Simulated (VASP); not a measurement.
# HgTe (Coloradoite) (F-43m) in VASP: notebook, part 2 of 2

VASP 6.6.1.

## Step 4: Single point, PBE+D3(BJ)

This run uses another cell than the first one, of 31.22 Å³/atom, 0.940 times its volume.

INCAR reads:

```
SYSTEM = HgTe
PREC = Accurate
ENCUT = 520
EDIFF = 1E-6
ISMEAR = -1
SIGMA = 0.05
LREAL = .False.
LASPH = .True.
NELM = 100
ALGO = Normal
ISIF = 2
LWAVE = .False.
LCHARG = .True.
GGA = PE
IVDW = 12
LELF = .True.
LVHAR = .True.
NBANDS = 16
```

KPOINTS reads:

```
regular mesh
0
Gamma
  7 7 7
  0 0 0
```

POSCAR reads:

```
HgTe
1.0
    0.0000000000      3.1488795465      3.1488795465
    3.1488795465      0.0000000000      3.1488795465
    3.1488795465      3.1488795465      0.0000000000
Hg Te
1 1
Direct
    0.0000000000      0.0000000000      0.0000000000
    0.7500000000      0.7500000000      0.7500000000
```

Potentials or basis: VASP PAW PBE potentials, release 64 (Hg, Te).

On the command line:

```bash
cat potpaw_PBE.64/Hg/POTCAR potpaw_PBE.64/Te/POTCAR > POTCAR
mpirun -np 1 vasp_std > vasp.out
```

OUTCAR:

```text
SYSTEM = HgTe
   PREC = Accurate
   ENCUT = 520
   EDIFF = 1E-6
   ISMEAR = -1
   LREAL = .False.
   LASPH = .True.
   NELM = 100
   ISIF = 2
   GGA = PE
   IVDW = 12
 IVDW          = 12

 ion  position               nearest neighbor table
   1  0.000  0.000  0.000-   2 2.73   2 2.73   2 2.73   2 2.73
   2  0.750  0.750  0.750-   1 2.73   1 2.73   1 2.73   1 2.73

  LATTYP: Found a face centered cubic cell.
 ALAT       =     6.2977590930

  Lattice vectors:

 A1 = (   0.0000000000,   3.1488795465,   3.1488795465)
 A2 = (   3.1488795465,   0.0000000000,   3.1488795465)
 A3 = (   3.1488795465,   3.1488795465,   0.0000000000)

Analysis of symmetry for initial positions (statically):
=====================================================================
 Subroutine PRICEL returns:
 Original cell was already a primitive cell.

 Routine SETGRP: Setting up the symmetry group for a
 face centered cubic supercell.

 Subroutine GETGRP returns: Found 24 space group operations
 (whereof 24 operations were pure point group operations)
 out of a pool of 48 trial point group operations.

The static configuration has the point symmetry T_d .

Analysis of symmetry for dynamics (positions and initial velocities):
=====================================================================
 Subroutine PRICEL returns:
 Original cell was already a primitive cell.

 Routine SETGRP: Setting up the symmetry group for a
 face centered cubic supercell.

 Subroutine GETGRP returns: Found 24 space group operations
 (whereof 24 operations were pure point group operations)
 out of a pool of 48 trial point group operations.

The dynamic configuration has the point symmetry T_d .

 Subroutine INISYM returns: Found 24 space group operations
 (whereof 24 operations are pure point group operations),
 and found     1 'primitive' translations

----------------------------------------------------------------------------------------

                                     Primitive cell

  volume of cell :      62.4451

  direct lattice vectors                    reciprocal lattice vectors
     0.000000000  3.148879546  3.148879546    -0.158786639  0.158786639  0.158786639
     3.148879546  0.000000000  3.148879546     0.158786639 -0.158786639  0.158786639
     3.148879546  3.148879546  0.000000000     0.158786639  0.158786639 -0.158786639

  length of vectors
     4.453188161  4.453188161  4.453188161     0.275026526  0.275026526  0.275026526

  position of ions in fractional coordinates (direct lattice)
     0.000000000  0.000000000  0.000000000
     0.750000000  0.750000000  0.750000000

  ion indices of the primitive-cell ions
   primitive index   ion index
                 1           1
                 2           2

----------------------------------------------------------------------------------------

 KPOINTS: regular mesh

Automatic generation of k-mesh.
 Grid dimensions read from file:
 generate k-points for:    7    7    7

 Generating k-lattice:

  Cartesian coordinates                     Fractional coordinates (reciprocal lattice)
    -0.022683806  0.022683806  0.022683806     0.142857143  0.000000000  0.000000000
     0.022683806 -0.022683806  0.022683806     0.000000000  0.142857143  0.000000000
     0.022683806  0.022683806 -0.022683806     0.000000000  0.000000000  0.142857143

  Length of vectors
     0.039289504  0.039289504  0.039289504

  Shift w.r.t. Gamma in fractional coordinates (k-lattice)
     0.000000000  0.000000000  0.000000000

 Subroutine IBZKPT returns following result:
 ===========================================

 Found     20 irreducible k-points:

 Following reciprocal coordinates:
            Coordinates               Weight
  0.000000  0.000000  0.000000      1.000000
  0.142857  0.000000  0.000000      8.000000
  0.285714  0.000000  0.000000      8.000000
  0.428571  0.000000  0.000000      8.000000
  0.142857  0.142857  0.000000      6.000000
  0.285714  0.142857  0.000000     24.000000
[... 12 lines left out ...]
 -0.428571  0.428571  0.142857     24.000000
 -0.285714  0.428571  0.142857     24.000000
   k-points           NKPTS =     20   k-points in BZ     NKDIM =     20   number of bands    NBANDS=     16
   number of dos      NEDOS =    301   number of ions     NIONS =      2
   total plane-waves  NPLWV =  46656
   dimension x,y,z NGX =    36 NGY =   36 NGZ =   36
   dimension x,y,z NGXF=    72 NGYF=   72 NGZF=   72
   ions per type =               1   1
   NGX,Y,Z   is equivalent  to a cutoff of  13.44, 13.44, 13.44 a.u.
   NGXF,Y,Z  is equivalent  to a cutoff of  26.88, 26.88, 26.88 a.u.
 SYSTEM =  HgTe
   PREC   = accura    normal or accurate (medium, high low for compatibility)
   ISTART =      0    job   : 0-new  1-cont  2-samecut
   ICHARG =      2    charge: 1-file 2-atom 10-const
   ISPIN  =      1    spin polarized calculation?
   LNONCOLLINEAR =      F non collinear calculations
   LSORBIT =      F    spin-orbit coupling
   LASPH  =      T    aspherical Exc in radial PAW
   ENCUT  =  520.0 eV  38.22 Ry    6.18 a.u.   8.28  8.28  8.28*2*pi/ulx,y,z
   NELM   =    100;   NELMIN=  2; NELMDL= -5     # of ELM steps
   EDIFF  = 0.1E-05   stopping-criterion for ELM
   LREAL  =      F    real-space projection
   EDIFFG = 0.1E-04   stopping-criterion for IOM
   NSW    =      0    number of steps for IOM
   IBRION =     -1    ionic relax: 0-MD 1-quasi-New 2-CG
   NFREE  =      0    steps in history (QN), initial steepest desc. (CG)
   ISIF   =      2    stress and relaxation
   ISYM   =      2    0-nonsym 1-usesym 2-fastsym
   POTIM  = 0.5000    time-step for ionic-motion
   TEBEG  =    0.0;   TEEND  =   0.0 temperature during run
   PSTRESS=    0.0 pullay stress
   NELECT =      18.0000    total number of electrons
   NUPDOWN=      -1.0000    fix difference up-down
   EMIN   =  10.00;   EMAX   =-10.00  energy-range for DOS
   EFERMI =   0.00;   METHOD = LEGACY
   ISMEAR =    -1;   SIGMA  =   0.05  broadening in eV -4-tet -1-fermi 0-gaus
   EFERMI_NEDOS =   21; number of points for ismear=-14 and -15
   IALGO  =     38    algorithm
   IMIX   =      4    mixing-type and parameters
     AMIX     =   0.40;   BMIX     =  1.00
     AMIX_MAG =   1.60;   BMIX_MAG =  1.00
  volume/ion in A,a.u.               =      31.22       210.70
  Fermi-wavevector in a.u.,A,eV,Ry     =   1.081433  2.043612 15.911977  1.169497
  Thomas-Fermi vector in A             =   2.217449
   LORBIT       =      0    0 simple, 1 ext, 2 COOP (PROOUT), +10 PAW based schemes
   GGA     = PE    functional components
   LHFCALC =     F    Hartree Fock is set to
   AEXX    =    0.0000 exact exchange contribution
   IVDW    =    12    specifies the selected vdW correction
   LEPSILON=     F    determine dielectric tensor
   LRPA    =     F    only Hartree local field effects (RPA)
 non-spin polarized calculation
  energy-cutoff  :      520.00
  volume of cell :       62.45
 maximum number of plane-waves:      1696
 NGX is ok and might be reduce to    36
   NGX = 17   NGY = 17   NGZ = 17

 number of electron      18.0000001 magnetization

 Free energy of the ion-electron system (eV)
  ---------------------------------------------------
  ext. energy  EPLUGINS =         0.00000000
  ---------------------------------------------------
  free energy    TOTEN  =        -3.38766499 eV

  energy without entropy =       -3.38703303  energy(sigma->0) =       -3.38734901

 E-fermi :   4.0127     XC(G=0):  -9.1049

 val. band max:        3.9750338260   @ k =   0.0000   0.0000   0.0000
 cond. band min:       4.7019580822   @ k =   0.4286   0.0000   0.0000
 fundamental gap:      0.7269242562
 Fermi energy:         4.0126976011

 k-point     1 :       0.0000    0.0000    0.0000
  band No.  band energies     occupation
      1      -8.6177      2.00000
      2      -3.8787      2.00000
      3      -3.8787      2.00000
      4      -3.8787      2.00000
      5      -3.2489      2.00000
      6      -3.2489      2.00000
[... 8 lines left out ...]
     15      13.6343      0.00000
     16      13.6343      0.00000
[... 343 lines left out ...]
 k-point    20 :      -0.2857    0.4286    0.1429
  band No.  band energies     occupation
      1      -7.7272      2.00000
      2      -3.6455      2.00000
      3      -3.5668      2.00000
      4      -3.3347      2.00000
      5      -3.2711      2.00000
      6      -2.5907      2.00000
[... 8 lines left out ...]
     15      14.1958      0.00000
     16      16.1061      0.00000

------------------------ aborting loop because EDIFF is reached ----------------------------------------

 Edisp (eV)   -0.78836

 E8    (eV) :    -0.3596

  FORCE on cell =-STRESS in cart. coord.  units (eV):
  Direction    XX          YY          ZZ          XY          YZ          ZX
  --------------------------------------------------------------------------------------
  -------------------------------------------------------------------------------------
  Total       2.48689     2.48689     2.48689    -0.00000     0.00000     0.00000
  in kB      63.80714    63.80714    63.80714    -0.00000     0.00000     0.00000
  external pressure =       63.81 kB  Pullay stress =        0.00 kB

 VOLUME and BASIS-vectors are now :
 -----------------------------------------------------------------------------
  energy-cutoff  :      520.00
  volume of cell :       62.45
      direct lattice vectors                 reciprocal lattice vectors
     0.000000000  3.148879546  3.148879546    -0.158786639  0.158786639  0.158786639
     3.148879546  0.000000000  3.148879546     0.158786639 -0.158786639  0.158786639
     3.148879546  3.148879546  0.000000000     0.158786639  0.158786639 -0.158786639

 POSITION                                       TOTAL-FORCE (eV/Angst)
 -----------------------------------------------------------------------------------
      0.00000      0.00000      0.00000        -0.000000      0.000000     -0.000000
      4.72332      4.72332      4.72332         0.000000     -0.000000      0.000000
 -----------------------------------------------------------------------------------
    total drift:                                0.000000      0.000000      0.000000

  FREE ENERGIE OF THE ION-ELECTRON SYSTEM (eV)
  ---------------------------------------------------
  free  energy   TOTEN  =        -4.1760256394 eV

  energy  without entropy=       -4.1753936785  energy(sigma->0) =       -4.17570966
```

stdout:

```text
POSCAR found type information on POSCAR HgTe
 POSCAR found :  2 types and       2 ions
 scaLAPACK will be used
 LDA part: xc-table for (Slater+PW92), standard interpolation
 POSCAR, INCAR and KPOINTS ok, starting setup
 FFT: planning ... GRIDC
 FFT: planning ... GRID_SOFT
 FFT: planning ... GRID
 WAVECAR not read
 entering main loop
```

Run time: 16 s. Hardware: 1 thread of AMD EPYC 9R45 (Zen 5), shared host; peak memory 0.19 GiB.

Results:

```yaml
Free_energy: -4.1760 eV
Pressure: 6.4 GPa
Band_gap_on_the_k_mesh: zero (filled and empty bands touch)
Dispersion_energy_per_atom: -0.394 eV
```

Caveat: spin-orbit coupling is left out, which moves the levels of the heavy elements; pairwise dispersion overbinds metals, which lowers pressure and volume.

## Step 5: Single point, BLYP

This run uses another cell than the first one, of 31.22 Å³/atom, 0.940 times its volume.

INCAR reads:

```
PREC = Accurate ; ENCUT = 520
EDIFF = 1E-7 ; ISMEAR = -1
SIGMA = 0.05 ; LREAL = False
LASPH = True ; NELM = 80
ALGO = Normal ; ISIF = 2
LWAVE = False ; LCHARG = False
GGA = B5 ; ALDAX = 1.0
AGGAX = 1.0 ; AGGAC = 1.0
ALDAC = 0.0 ; NBANDS = 16
```

KPOINTS reads:

```
Automatic mesh
0
Gamma
  7 7 7
```

POSCAR is that of step 4.

On the command line:

```bash
cat potpaw_PBE.64/Hg/POTCAR potpaw_PBE.64/Te/POTCAR > POTCAR
mpirun -np 1 vasp_std > vasp.out
```

Wall time 30 s (1 thread of AMD EPYC 9R45 (Zen 5), shared host); peak memory 0.18 GiB.

Results (log left out):

```
Free energy            : -2.1573 eV
Pressure               : 12.7 GPa
Band gap on the k mesh : zero (filled and empty bands touch)
```

Levels at points of the mesh, in eV from the Fermi level:
```
           k point  band 7  band 8  band 9  band 10  band 11  band 12
(0.00, 0.00, 0.00)   -0.63   -0.04   -0.04    -0.04     4.07     4.07
```

Caveat: the PAW data sets were made with another functional, which shifts forces and pressure a little; spin-orbit coupling is left out, which moves the levels of the heavy elements.

## Step 6: Summary

```tsv
level	cell	k mesh	smearing	gap on the mesh (eV)	pressure (GPa)
PBE	a = 4.546 Å, angles 60.0°, 2 atoms	4 × 4 × 4	fermi-dirac 0.04 eV	none	5.1
PBE	a = 4.546 Å, angles 60.0°, 2 atoms	4 × 4 × 4	fermi-dirac 0.05 eV	none	5.1
PBE+D3(BJ)	a = 4.453 Å, angles 60.0°, 2 atoms	7 × 7 × 7	fermi-dirac 0.05 eV	none	6.4
BLYP	a = 4.453 Å, angles 60.0°, 2 atoms	7 × 7 × 7	fermi-dirac 0.05 eV	none	12.7
```

Alike in all rows: task single point; potentials or basis VASP PAW PBE potentials, release 64 (Hg, Te); no spin polarisation; cutoff (eV) 520.

Caveats: some runs use coarse meshes; spin-orbit coupling is left out, which moves the levels of the heavy elements; pairwise dispersion overbinds metals, which lowers pressure and volume (some runs); the PAW data sets were made with another functional, which shifts forces and pressure a little (some runs).

Absolute energies hang on the potentials; compare differences alone.
